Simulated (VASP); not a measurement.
# NaCl (Fm-3m) in VASP: further runs

The runs below take NaCl through single point, with LDA.

Program: VASP 6.6.1. These are calculated values, not measurements. Logs are shortened: lines on timing, memory, paths and dates and some standing lists are left out, and cuts for length are marked.

## Step 1: The cell of the first run

It takes space group Fm-3m (No. 225, cubic). The conventional cell has a = 5.505 Å, b = 5.505 Å, c = 5.505 Å, α = 90.00°, β = 90.00°, γ = 90.00°. Within 3.6 Å of Na (site symmetry m-3m) lie 6 Cl at 2.75 Å. Within 3.6 Å of Cl (site symmetry m-3m) lie 6 Na at 2.75 Å.

## Step 2: Single point, LDA

The input, INCAR:

```
SYSTEM = NaCl
ALGO = Normal ; EDIFF = 1E-6
ENCUT = 500 ; GGA_COMPAT = .False.
ISIF = 2 ; ISMEAR = 0
LASPH = .True. ; LCHARG = .False.
LREAL = .False. ; LWAVE = .False.
NBANDS = 14 ; NELM = 120
PREC = Accurate ; SIGMA = 0.01
```

The input, KPOINTS:

```
k-points
0
Gamma
  6 6 6
  0 0 0
```

The input, POSCAR:

```
NaCl
1.0
    0.0000000000      2.7526369655      2.7526369655
    2.7526369655      0.0000000000      2.7526369655
    2.7526369655      2.7526369655      0.0000000000
Na Cl
1 1
Direct
    0.0000000000      0.0000000000      0.0000000000
    0.5000000000      0.5000000000      0.5000000000
```

Potentials or basis: VASP PAW LDA potentials, release 64 (Na_pv, Cl).

Run with:

```
cat potpaw_LDA.64/Na_pv/POTCAR potpaw_LDA.64/Cl/POTCAR > POTCAR
mpirun -np 1 vasp_std > vasp.out
```

OUTCAR:

```text
SYSTEM = NaCl
   EDIFF = 1E-6
   ENCUT = 500
   ISIF = 2
   ISMEAR = 0
   LASPH = .True.
   LREAL = .False.
   NELM = 120
   PREC = Accurate

 ion  position               nearest neighbor table
   1  0.000  0.000  0.000-
   2  0.500  0.500  0.500-

  LATTYP: Found a face centered cubic cell.
 ALAT       =     5.5052739310

  Lattice vectors:

 A1 = (   0.0000000000,   2.7526369655,   2.7526369655)
 A2 = (   2.7526369655,   0.0000000000,   2.7526369655)
 A3 = (   2.7526369655,   2.7526369655,   0.0000000000)

Analysis of symmetry for initial positions (statically):
=====================================================================
 Subroutine PRICEL returns:
 Original cell was already a primitive cell.

 Routine SETGRP: Setting up the symmetry group for a
 face centered cubic supercell.

 Subroutine GETGRP returns: Found 48 space group operations
 (whereof 48 operations were pure point group operations)
 out of a pool of 48 trial point group operations.

The static configuration has the point symmetry O_h .

Analysis of symmetry for dynamics (positions and initial velocities):
=====================================================================
 Subroutine PRICEL returns:
 Original cell was already a primitive cell.

 Routine SETGRP: Setting up the symmetry group for a
 face centered cubic supercell.

 Subroutine GETGRP returns: Found 48 space group operations
 (whereof 48 operations were pure point group operations)
 out of a pool of 48 trial point group operations.

The dynamic configuration has the point symmetry O_h .

 Subroutine INISYM returns: Found 48 space group operations
 (whereof 48 operations are pure point group operations),
 and found     1 'primitive' translations

----------------------------------------------------------------------------------------

                                     Primitive cell

  volume of cell :      41.7135

  direct lattice vectors                    reciprocal lattice vectors
     0.000000000  2.752636965  2.752636965    -0.181644004  0.181644004  0.181644004
     2.752636965  0.000000000  2.752636965     0.181644004 -0.181644004  0.181644004
     2.752636965  2.752636965  0.000000000     0.181644004  0.181644004 -0.181644004

  length of vectors
     3.892816529  3.892816529  3.892816529     0.314616644  0.314616644  0.314616644

  position of ions in fractional coordinates (direct lattice)
     0.000000000  0.000000000  0.000000000
     0.500000000  0.500000000  0.500000000

  ion indices of the primitive-cell ions
   primitive index   ion index
                 1           1
                 2           2

----------------------------------------------------------------------------------------

 KPOINTS: k-points

Automatic generation of k-mesh.
 Grid dimensions read from file:
 generate k-points for:    6    6    6

 Generating k-lattice:

  Cartesian coordinates                     Fractional coordinates (reciprocal lattice)
    -0.030274001  0.030274001  0.030274001     0.166666667  0.000000000  0.000000000
     0.030274001 -0.030274001  0.030274001     0.000000000  0.166666667  0.000000000
     0.030274001  0.030274001 -0.030274001     0.000000000  0.000000000  0.166666667

  Length of vectors
     0.052436107  0.052436107  0.052436107

  Shift w.r.t. Gamma in fractional coordinates (k-lattice)
     0.000000000  0.000000000  0.000000000

 Subroutine IBZKPT returns following result:
 ===========================================

 Found     16 irreducible k-points:

 Following reciprocal coordinates:
            Coordinates               Weight
  0.000000  0.000000  0.000000      1.000000
  0.166667  0.000000  0.000000      8.000000
  0.333333  0.000000  0.000000      8.000000
  0.500000  0.000000  0.000000      4.000000
  0.166667  0.166667  0.000000      6.000000
  0.333333  0.166667  0.000000     24.000000
[... 8 lines left out ...]
 -0.333333  0.333333  0.166667     24.000000
 -0.333333  0.500000  0.166667     12.000000
   k-points           NKPTS =     16   k-points in BZ     NKDIM =     16   number of bands    NBANDS=     14
   number of dos      NEDOS =    301   number of ions     NIONS =      2
   total plane-waves  NPLWV =  21952
   dimension x,y,z NGX =    28 NGY =   28 NGZ =   28
   dimension x,y,z NGXF=    56 NGYF=   56 NGZF=   56
   ions per type =               1   1
   NGX,Y,Z   is equivalent  to a cutoff of  11.96, 11.96, 11.96 a.u.
   NGXF,Y,Z  is equivalent  to a cutoff of  23.92, 23.92, 23.92 a.u.
 SYSTEM =  NaCl
   PREC   = accura    normal or accurate (medium, high low for compatibility)
   ISTART =      0    job   : 0-new  1-cont  2-samecut
   ICHARG =      2    charge: 1-file 2-atom 10-const
   ISPIN  =      1    spin polarized calculation?
   LNONCOLLINEAR =      F non collinear calculations
   LSORBIT =      F    spin-orbit coupling
   LASPH  =      T    aspherical Exc in radial PAW
   ENCUT  =  500.0 eV  36.75 Ry    6.06 a.u.   7.10  7.10  7.10*2*pi/ulx,y,z
   NELM   =    120;   NELMIN=  2; NELMDL= -5     # of ELM steps
   EDIFF  = 0.1E-05   stopping-criterion for ELM
   LREAL  =      F    real-space projection
   EDIFFG = 0.1E-04   stopping-criterion for IOM
   NSW    =      0    number of steps for IOM
   IBRION =     -1    ionic relax: 0-MD 1-quasi-New 2-CG
   NFREE  =      0    steps in history (QN), initial steepest desc. (CG)
   ISIF   =      2    stress and relaxation
   ISYM   =      2    0-nonsym 1-usesym 2-fastsym
   POTIM  = 0.5000    time-step for ionic-motion
   TEBEG  =    0.0;   TEEND  =   0.0 temperature during run
   PSTRESS=    0.0 pullay stress
   NELECT =      14.0000    total number of electrons
   NUPDOWN=      -1.0000    fix difference up-down
   EMIN   =  10.00;   EMAX   =-10.00  energy-range for DOS
   EFERMI =   0.00;   METHOD = LEGACY
   ISMEAR =     0;   SIGMA  =   0.01  broadening in eV -4-tet -1-fermi 0-gaus
   EFERMI_NEDOS =   21; number of points for ismear=-14 and -15
   IALGO  =     38    algorithm
   IMIX   =      4    mixing-type and parameters
     AMIX     =   0.40;   BMIX     =  1.00
     AMIX_MAG =   1.60;   BMIX_MAG =  1.00
  volume/ion in A,a.u.               =      20.86       140.75
  Fermi-wavevector in a.u.,A,eV,Ry     =   1.137693  2.149929 17.610650  1.294346
  Thomas-Fermi vector in A             =   2.274398
   LORBIT       =      0    0 simple, 1 ext, 2 COOP (PROOUT), +10 PAW based schemes
   GGA     = CA    functional components
   LHFCALC =     F    Hartree Fock is set to
   AEXX    =    0.0000 exact exchange contribution
   IVDW    =     0    specifies the selected vdW correction
   LEPSILON=     F    determine dielectric tensor
   LRPA    =     F    only Hartree local field effects (RPA)
 non-spin polarized calculation
 Gauss-broadening in eV      SIGMA  =   0.01
  energy-cutoff  :      500.00
  volume of cell :       41.71
 maximum number of plane-waves:      1067
   NGX = 15   NGY = 15   NGZ = 15

 number of electron      14.0000010 magnetization

 Free energy of the ion-electron system (eV)
  ---------------------------------------------------
  ext. energy  EPLUGINS =         0.00000000
  ---------------------------------------------------
  free energy    TOTEN  =        -7.38723478 eV

  energy without entropy =       -7.38723478  energy(sigma->0) =       -7.38723478

 E-fermi :  -0.4551     XC(G=0):  -9.0383

 val. band max:       -0.5045917649   @ k =   0.0000   0.0000   0.0000
 cond. band min:       4.4805388568   @ k =   0.0000   0.0000   0.0000
 fundamental gap:      4.9851306216
 Fermi energy:        -0.4550865051

 k-point     1 :       0.0000    0.0000    0.0000
  band No.  band energies     occupation
      1     -21.1643      2.00000
      2     -21.1643      2.00000
      3     -21.1643      2.00000
      4     -13.2678      2.00000
      5      -0.5046      2.00000
      6      -0.5046      2.00000
      7      -0.5046      2.00000
      8       4.4805      0.00000
      9      10.4079      0.00000
     10      10.4079      0.00000
     11      10.4079      0.00000
     12      12.7343      0.00000
     13      12.7343      0.00000
     14      14.2249      0.00000

 k-point     2 :       0.1667    0.0000    0.0000
  band No.  band energies     occupation
      1     -21.1753      2.00000
      2     -21.1650      2.00000
      3     -21.1650      2.00000
      4     -13.1633      2.00000
      5      -1.2198      2.00000
      6      -0.5888      2.00000
      7      -0.5888      2.00000
      8       5.3605      0.00000
      9       9.6050      0.00000
     10      10.7258      0.00000
     11      10.7258      0.00000
     12      12.4082      0.00000
     13      12.4082      0.00000
     14      15.4989      0.00000

 k-point     3 :       0.3333    0.0000    0.0000
  band No.  band energies     occupation
      1     -21.1972      2.00000
      2     -21.1665      2.00000
      3     -21.1665      2.00000
      4     -12.9430      2.00000
      5      -2.3047      2.00000
      6      -0.7482      2.00000
      7      -0.7482      2.00000
      8       6.3940      0.00000
      9       9.5949      0.00000
     10      10.5743      0.00000
     11      10.5743      0.00000
     12      13.5619      0.00000
     13      13.5619      0.00000
     14      14.8176      0.00000

 k-point     4 :       0.5000    0.0000    0.0000
  band No.  band energies     occupation
      1     -21.2080      2.00000
      2     -21.1673      2.00000
      3     -21.1673      2.00000
      4     -12.8265      2.00000
      5      -2.7624      2.00000
      6      -0.8239      2.00000
      7      -0.8239      2.00000
      8       6.5109      0.00000
      9      10.3424      0.00000
     10      10.3424      0.00000
     11      10.3561      0.00000
     12      14.5089      0.00000
     13      15.9146      0.00000
     14      15.9146      0.00000

 k-point     5 :       0.1667    0.1667    0.0000
  band No.  band energies     occupation
      1     -21.1744      2.00000
      2     -21.1672      2.00000
      3     -21.1672      2.00000
      4     -13.1336      2.00000
      5      -1.2449      2.00000
      6      -0.6995      2.00000
      7      -0.6995      2.00000
      8       5.6591      0.00000
      9       9.0722      0.00000
     10      11.1273      0.00000
     11      11.1273      0.00000
[... 140 lines left out ...]
 k-point    14 :       0.5000    0.3333    0.1667
  band No.  band energies     occupation
      1     -21.1931      2.00000
      2     -21.1771      2.00000
      3     -21.1708      2.00000
      4     -12.8345      2.00000
      5      -2.2206      2.00000
      6      -1.3874      2.00000
      7      -1.0108      2.00000
      8       7.8760      0.00000
      9       8.4336      0.00000
     10       9.2114      0.00000
     11      11.8248      0.00000
     12      13.1307      0.00000
     13      15.7194      0.00000
     14      16.3679      0.00000

 k-point    15 :      -0.3333    0.3333    0.1667
  band No.  band energies     occupation
      1     -21.1938      2.00000
      2     -21.1805      2.00000
      3     -21.1732      2.00000
      4     -12.7688      2.00000
      5      -2.2358      2.00000
      6      -1.6692      2.00000
      7      -1.1386      2.00000
      8       8.2599      0.00000
      9       8.5969      0.00000
     10       9.4008      0.00000
     11      11.3593      0.00000
     12      13.8017      0.00000
     13      15.3123      0.00000
     14      16.4611      0.00000

 k-point    16 :      -0.3333    0.5000    0.1667
  band No.  band energies     occupation
      1     -21.1893      2.00000
      2     -21.1804      2.00000
      3     -21.1785      2.00000
      4     -12.7553      2.00000
      5      -2.1918      2.00000
      6      -1.5805      2.00000
      7      -1.3534      2.00000
      8       7.7988      0.00000
      9       8.1175      0.00000
     10      10.0017      0.00000
     11      11.6080      0.00000
     12      14.8803      0.00000
     13      16.0033      0.00000
     14      16.0504      0.00000

------------------------ aborting loop because EDIFF is reached ----------------------------------------

  FORCE on cell =-STRESS in cart. coord.  units (eV):
  Direction    XX          YY          ZZ          XY          YZ          ZX
  --------------------------------------------------------------------------------------
  -------------------------------------------------------------------------------------
  Total       -0.1774539     -0.1774539     -0.1774539      0.0000000      0.0000000      0.0000000
  in kB       -6.8158374     -6.8158374     -6.8158374      0.0000000      0.0000000      0.0000000
  external PRESSURE =      -6.8158374 kB  Pullay stress =       0.0000000 kB

 VOLUME and BASIS-vectors are now :
 -----------------------------------------------------------------------------
  energy-cutoff  :      500.00
  volume of cell :       41.71
      direct lattice vectors                 reciprocal lattice vectors
     0.000000000  2.752636965  2.752636965    -0.181644004  0.181644004  0.181644004
     2.752636965  0.000000000  2.752636965     0.181644004 -0.181644004  0.181644004
     2.752636965  2.752636965  0.000000000     0.181644004  0.181644004 -0.181644004

 POSITION                                       TOTAL-FORCE (eV/Angst)
 -----------------------------------------------------------------------------------
      0.00000      0.00000      0.00000         0.000000      0.000000     -0.000000
      2.75264      2.75264      2.75264        -0.000000     -0.000000      0.000000
 -----------------------------------------------------------------------------------
    total drift:                                0.000000      0.000000      0.000000

  FREE ENERGIE OF THE ION-ELECTRON SYSTEM (eV)
  ---------------------------------------------------
  free  energy   TOTEN  =        -7.3872347833 eV

  energy  without entropy=       -7.3872347833  energy(sigma->0) =       -7.38723478
```

It took 4.9 s on 1 thread of AMD EPYC 7R13 (Zen 3), shared host; peak memory 0.1 GiB.

What came out:

| Property | Result |
| --- | --- |
| Free energy | -7.3872 eV |
| Pressure | -0.7 GPa |
| Band gap on the k mesh | 4.99 eV |

LDA gaps usually lie below the measured ones, often by a third to a half.

## Step 3: Single point, LDA

This run uses another cell than the first one, of 21.30 Å³/atom.

The input, INCAR:

```
SYSTEM = NaCl
PREC = Accurate
ENCUT = 500
EDIFF = 1E-6
ISMEAR = 0
SIGMA = 0.01
LREAL = .False.
LASPH = .True.
NELM = 120
ALGO = Normal
ISIF = 2
LWAVE = .False.
LCHARG = .False.
GGA = CA
NBANDS = 14
GGA_COMPAT = .False.
```

The input, KPOINTS:

```
regular mesh
0
Gamma
  6 6 6
  0 0 0
```

The input, POSCAR:

```
NaCl
1.0
    0.0000000000      2.7720223715      2.7720223715
    2.7720223715      0.0000000000      2.7720223715
    2.7720223715      2.7720223715      0.0000000000
Na Cl
1 1
Direct
    0.0000000000      0.0000000000      0.0000000000
    0.5000000000      0.5000000000      0.5000000000
```

Potentials or basis: VASP PAW LDA potentials, release 64 (Na_pv, Cl).

Run with:

```
cat potpaw_LDA.64/Na_pv/POTCAR potpaw_LDA.64/Cl/POTCAR > POTCAR
mpirun -np 1 vasp_std > vasp.out
```

Run time: 5.7 s. Hardware: 1 thread of AMD EPYC 7R13 (Zen 3), shared host; peak memory 0.11 GiB.

It converged, with:

```yaml
Free_energy: -7.3820 eV
Pressure: -1.3 GPa
Band_gap_on_the_k_mesh: 4.90 eV
```

Levels at points of the mesh, in eV from the valence-band top:
| k point | band 5 | band 6 | band 7 | band 8 | band 9 | band 10 |
| --- | --- | --- | --- | --- | --- | --- |
| (0.00, 0.00, 0.00) | 0.00 | 0.00 | 0.00 | 4.90 | 10.89 | 10.89 |
| (0.50, 0.00, 0.00) | -2.19 | -0.31 | -0.31 | 6.98 | 10.68 | 10.80 |
| (0.50, 0.50, 0.00) | -1.88 | -0.68 | -0.68 | 7.32 | 7.69 | 11.30 |

LDA gaps usually lie below the measured ones, often by a third to a half.

## Step 4: Single point, LDA

This run uses another cell than the first one, of 21.74 Å³/atom.

The input, INCAR:

```
ALGO = Normal
EDIFF = 1E-6
ENCUT = 500
GGA = CA
GGA_COMPAT = F
ISIF = 2
ISMEAR = 0
LASPH = T
LCHARG = T
LELF = T
LREAL = F
LVHAR = T
LWAVE = F
NBANDS = 14
NELM = 120
PREC = Accurate
SIGMA = 0.01
```

The input, KPOINTS:

```
k-points
0
Gamma
  6 6 6
```

The input, POSCAR:

```
NaCl
1.0
    0.0000000000      2.7911403713      2.7911403713
    2.7911403713      0.0000000000      2.7911403713
    2.7911403713      2.7911403713      0.0000000000
Na Cl
1 1
Direct
    0.0000000000      0.0000000000      0.0000000000
    0.5000000000      0.5000000000      0.5000000000
```

Run with:

```
cat potpaw_LDA.64/Na_pv/POTCAR potpaw_LDA.64/Cl/POTCAR > POTCAR
mpirun -np 1 vasp_std > vasp.out
```

Wall time 6.6 s (1 thread of AMD EPYC 7R13 (Zen 3), shared host); peak memory 0.11 GiB.

The run converged. Its results:

```
Free energy            : -7.3738 eV
Pressure               : -1.8 GPa
Band gap on the k mesh : 4.82 eV
```

Levels at points of the mesh, in eV from the valence-band top:
```
           k point  band 3  band 4  band 5  band 6  band 7  band 8  band 9  band 10  band 11  band 12
(0.00, 0.00, 0.00)  -20.72  -12.66    0.00    0.00    0.00    4.82   10.88    10.88    10.88    13.15
(0.50, 0.00, 0.00)  -20.73  -12.27   -2.12   -0.29   -0.29    6.94   10.51    10.75    10.75    14.74
(0.50, 0.50, 0.00)  -20.73  -12.22   -1.83   -0.65   -0.65    7.26    7.71    11.15    14.60    14.60
```

## Step 5: Overview

| cell | gap on the mesh (eV) | pressure (GPa) |
| --- | --- | --- |
| a = 3.893 Å, angles 60.0°, 2 atoms | 4.99 | -0.7 |
| a = 3.920 Å, angles 60.0°, 2 atoms | 4.90 | -1.3 |
| a = 3.947 Å, angles 60.0°, 2 atoms | 4.82 | -1.8 |

Alike in all rows: task single point; level LDA; potentials or basis VASP PAW LDA potentials, release 64 (Na_pv, Cl); no spin polarisation; k mesh 6 × 6 × 6; cutoff (eV) 500; smearing gaussian 0.01 eV.

Absolute energies hang on the potentials; compare differences alone.
